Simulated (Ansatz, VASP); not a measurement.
## KF in VASP and in Ansatz

```
K F
1.0
    -0.57939    2.41744    2.41744
     2.41744   -0.57939    2.41744
     2.41744    2.41744   -0.57939
K F
1 1
Direct
  0.00000 0.00000 0.00000
  0.50000 0.50000 0.50000
```

Alike in both runs: task single point; functional PBE; k mesh 8 × 8 × 8; occupations gaussian, width 0.05 eV; no spin polarisation.

|  | VASP | Ansatz |
| --- | --- | --- |
| version | VASP 6.6.1 | Ansatz 0.2.0 |
| potentials or method | VASP PAW PBE potentials, release 64 (K_sv, F), cutoff 520 eV | scalar-relativistic, plane waves, PAW |
| valence electrons in the cell | 16 | 16 |

Ansatz gave:

* gap on the k mesh at the Fermi level (eV): 5.76
* least direct gap on the mesh (eV): 5.76
* pressure (GPa): -0.4
* traceless stress, the component that is largest in VASP (GPa): 1.11

**Question.** Estimate VASP's values.

**Answer.** gap on the k mesh at the Fermi level (eV): 5.75; least direct gap on the mesh (eV): 5.75; pressure (GPa): -0.4; traceless stress, the component that is largest in VASP (GPa): 1.08.

The functional is the same, so the differences come from potentials, cutoffs and numerics.
